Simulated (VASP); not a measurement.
# Y2SiO (P6/mmm) in VASP: single point with PBE

Aim: the single point of Y2SiO with PBE.

Program: VASP 6.6.1. These are calculated values, not measurements. Logs are shortened: lines on timing, memory, paths and dates and some standing lists are left out, and cuts for length are marked.

## (1) The cell of the first run

The structure is hexagonal, space group P6/mmm (No. 191). The conventional cell has a = 5.414 Å, b = 5.414 Å, c = 3.550 Å, α = 90.00°, β = 90.00°, γ = 120.00°. Y (site symmetry -6m2) has 5 Y at 3.13 to 3.55 Å and 3 Si at 3.13 Å and 6 O at 3.59 Å within 4.1 Å. Si (site symmetry 6/mmm) has 2 O at 1.77 Å within 2.4 Å. Within 2.4 Å of O (site symmetry 6/mmm) lie 2 Si at 1.77 Å.

The cell was built from a structure type or drawn by symmetry, and may not be a known phase.

## (2) Single point, PBE

The input, INCAR:

```
PREC = Accurate ; ENCUT = 520
EDIFF = 1E-6 ; ISMEAR = 0
SIGMA = 0.1 ; LREAL = F
LASPH = T ; NELM = 60
ALGO = Normal ; ISIF = 2
LWAVE = F ; LCHARG = F
GGA = PE ; NBANDS = 24
```

The input, KPOINTS:

```
regular mesh
0
Gamma
  12 12 14
```

The input, POSCAR:

```
Y2SiO
1.0
    5.4141992939      0.0000000000      0.0000000000
   -2.7070996470      4.6888341297      0.0000000000
    0.0000000000      0.0000000000      3.5498591410
Y Si O
2 1 1
Direct
    0.3333333333      0.6666666667      0.5000000000
    0.6666666667      0.3333333333      0.5000000000
    0.0000000000      0.0000000000      0.5000000000
    0.0000000000      0.0000000000      0.0000000000
```

Potentials or basis: VASP PAW PBE potentials, release 64 (Y_sv, Si, O).

Command:

```bash
> cat potpaw_PBE.64/Y_sv/POTCAR potpaw_PBE.64/Si/POTCAR potpaw_PBE.64/O/POTCAR > POTCAR
> mpirun -np 1 vasp_std > vasp.out
```

OUTCAR:

```text
PREC = Accurate
   ENCUT = 520
   EDIFF = 1E-6
   ISMEAR = 0
   LREAL = F
   LASPH = T
   NELM = 60
   ISIF = 2
   GGA = PE

 ion  position               nearest neighbor table
   1  0.333  0.667  0.500-   2 3.13   3 3.13   2 3.13   3 3.13   3 3.13   2 3.13
   2  0.667  0.333  0.500-   1 3.13   3 3.13   1 3.13   3 3.13   3 3.13   1 3.13
   3  0.000  0.000  0.500-   4 1.77   4 1.77   1 3.13   2 3.13   2 3.13   1 3.13   2 3.13   1 3.13

   4  0.000  0.000  0.000-   3 1.77   3 1.77

  LATTYP: Found a hexagonal cell.
 ALAT       =     5.4141992939
 C/A-ratio  =     0.6556572724

  Lattice vectors:

 A1 = (   5.4141992939,   0.0000000000,   0.0000000000)
 A2 = (  -2.7070996470,   4.6888341297,   0.0000000000)
 A3 = (   0.0000000000,   0.0000000000,   3.5498591410)

Analysis of symmetry for initial positions (statically):
=====================================================================
 Subroutine PRICEL returns:
 Original cell was already a primitive cell.

 Routine SETGRP: Setting up the symmetry group for a
 hexagonal supercell.

 Subroutine GETGRP returns: Found 24 space group operations
 (whereof 24 operations were pure point group operations)
 out of a pool of 24 trial point group operations.

The static configuration has the point symmetry D_6h.

Analysis of symmetry for dynamics (positions and initial velocities):
=====================================================================
 Subroutine PRICEL returns:
 Original cell was already a primitive cell.

 Routine SETGRP: Setting up the symmetry group for a
 hexagonal supercell.

 Subroutine GETGRP returns: Found 24 space group operations
 (whereof 24 operations were pure point group operations)
 out of a pool of 24 trial point group operations.

The dynamic configuration has the point symmetry D_6h.

 Subroutine INISYM returns: Found 24 space group operations
 (whereof 24 operations are pure point group operations),
 and found     1 'primitive' translations

----------------------------------------------------------------------------------------

                                     Primitive cell

  volume of cell :      90.1177

  direct lattice vectors                    reciprocal lattice vectors
     5.414199294  0.000000000  0.000000000     0.184699518  0.106636316  0.000000000
[... 81 lines left out ...]
   PREC   = accura    normal or accurate (medium, high low for compatibility)
   ISTART =      0    job   : 0-new  1-cont  2-samecut
   ICHARG =      2    charge: 1-file 2-atom 10-const
   ISPIN  =      1    spin polarized calculation?
   LNONCOLLINEAR =      F non collinear calculations
   LSORBIT =      F    spin-orbit coupling
   LASPH  =      T    aspherical Exc in radial PAW
   ENCUT  =  520.0 eV  38.22 Ry    6.18 a.u.  10.07 10.07  6.60*2*pi/ulx,y,z
   NELM   =     60;   NELMIN=  2; NELMDL= -5     # of ELM steps
   EDIFF  = 0.1E-05   stopping-criterion for ELM
   LREAL  =      F    real-space projection
   EDIFFG = 0.1E-04   stopping-criterion for IOM
   NSW    =      0    number of steps for IOM
   IBRION =     -1    ionic relax: 0-MD 1-quasi-New 2-CG
   NFREE  =      0    steps in history (QN), initial steepest desc. (CG)
   ISIF   =      2    stress and relaxation
   ISYM   =      2    0-nonsym 1-usesym 2-fastsym
   POTIM  = 0.5000    time-step for ionic-motion
   TEBEG  =    0.0;   TEEND  =   0.0 temperature during run
   PSTRESS=    0.0 pullay stress
   NELECT =      32.0000    total number of electrons
   NUPDOWN=      -1.0000    fix difference up-down
   EMIN   =  10.00;   EMAX   =-10.00  energy-range for DOS
   EFERMI =   0.00;   METHOD = LEGACY
   ISMEAR =     0;   SIGMA  =   0.10  broadening in eV -4-tet -1-fermi 0-gaus
   EFERMI_NEDOS =   21; number of points for ismear=-14 and -15
   IALGO  =     38    algorithm
   IMIX   =      4    mixing-type and parameters
     AMIX     =   0.40;   BMIX     =  1.00
     AMIX_MAG =   1.60;   BMIX_MAG =  1.00
  volume/ion in A,a.u.               =      22.53       152.04
  Fermi-wavevector in a.u.,A,eV,Ry     =   1.159279  2.190720 18.285257  1.343928
  Thomas-Fermi vector in A             =   2.295873
   LORBIT       =      0    0 simple, 1 ext, 2 COOP (PROOUT), +10 PAW based schemes
   GGA     = PE    functional components
   LHFCALC =     F    Hartree Fock is set to
   AEXX    =    0.0000 exact exchange contribution
   IVDW    =     0    specifies the selected vdW correction
   LEPSILON=     F    determine dielectric tensor
   LRPA    =     F    only Hartree local field effects (RPA)
 non-spin polarized calculation
 Gauss-broadening in eV      SIGMA  =   0.10
  energy-cutoff  :      520.00
  volume of cell :       90.12
 maximum number of plane-waves:      2452
   NGX = 21   NGY = 21   NGZ = 13

 number of electron      32.0000007 magnetization

 Free energy of the ion-electron system (eV)
  ---------------------------------------------------
  ext. energy  EPLUGINS =         0.00000000
  ---------------------------------------------------
  free energy    TOTEN  =       -23.86670547 eV

  energy without entropy =      -23.84183947  energy(sigma->0) =      -23.85427247

 E-fermi :   3.9724     XC(G=0):  -9.6664

 val. band max:        3.9699041047   @ k =   0.1667  -0.0000   0.1429
 cond. band min:       3.9796053274   @ k =   0.1667  -0.0000   0.3571
 fundamental gap:      0.0097012227
 Fermi energy:         3.9724023808

 k-point     1 :       0.0000    0.0000    0.0000
  band No.  band energies     occupation
      1     -38.8742      2.00000
      2     -38.7127      2.00000
      3     -19.1557      2.00000
      4     -19.1557      2.00000
      5     -18.7420      2.00000
      6     -18.5868      2.00000
[... 637 lines left out ...]
     23       7.7664      0.00000
     24       7.9437      0.00000

 [... further k-points ...]
[... 5 lines left out ...]
  --------------------------------------------------------------------------------------
  -------------------------------------------------------------------------------------
  Total       -0.0628739     -0.0628739      0.0188917      0.0000000      0.0000000     -0.0000000
  in kB       -1.1178180     -1.1178180      0.3358707      0.0000000      0.0000000     -0.0000000
  external PRESSURE =      -0.6332551 kB  Pullay stress =       0.0000000 kB

 VOLUME and BASIS-vectors are now :
 -----------------------------------------------------------------------------
  energy-cutoff  :      520.00
  volume of cell :       90.12
      direct lattice vectors                 reciprocal lattice vectors
     5.414199294  0.000000000  0.000000000     0.184699518  0.106636316  0.000000000
    -2.707099647  4.688834130  0.000000000     0.000000000  0.213272633  0.000000000
     0.000000000  0.000000000  3.549859141     0.000000000  0.000000000  0.281701318

 POSITION                                       TOTAL-FORCE (eV/Angst)
 -----------------------------------------------------------------------------------
     -0.00000      3.12589      1.77493        -0.000000      0.000000      0.000000
      2.70710      1.56294      1.77493         0.000000     -0.000000      0.000000
      0.00000      0.00000      1.77493         0.000000      0.000000      0.000000
      0.00000      0.00000      0.00000         0.000000      0.000000      0.000000
 -----------------------------------------------------------------------------------
    total drift:                                0.000000      0.000000      0.000000

  FREE ENERGIE OF THE ION-ELECTRON SYSTEM (eV)
  ---------------------------------------------------
  free  energy   TOTEN  =       -23.8667054677 eV

  energy  without entropy=      -23.8418394731  energy(sigma->0) =      -23.85427247
```

Wall time 4 min (1 thread of Intel Xeon Platinum 8259CL at 2.50GHz (Skylake/Cascade Lake), shared host); peak memory 0.46 GiB.

Results:

| Property | Result |
| --- | --- |
| Free energy | -23.8667 eV |
| Pressure | -0.1 GPa |
| Band gap on the k mesh | zero (bands 16 and 17 overlap by 0.66 eV) |

Stress tensor (GPa, compression positive):
```
-0.11  0.00  0.00
 0.00 -0.11  0.00
 0.00  0.00  0.03
```
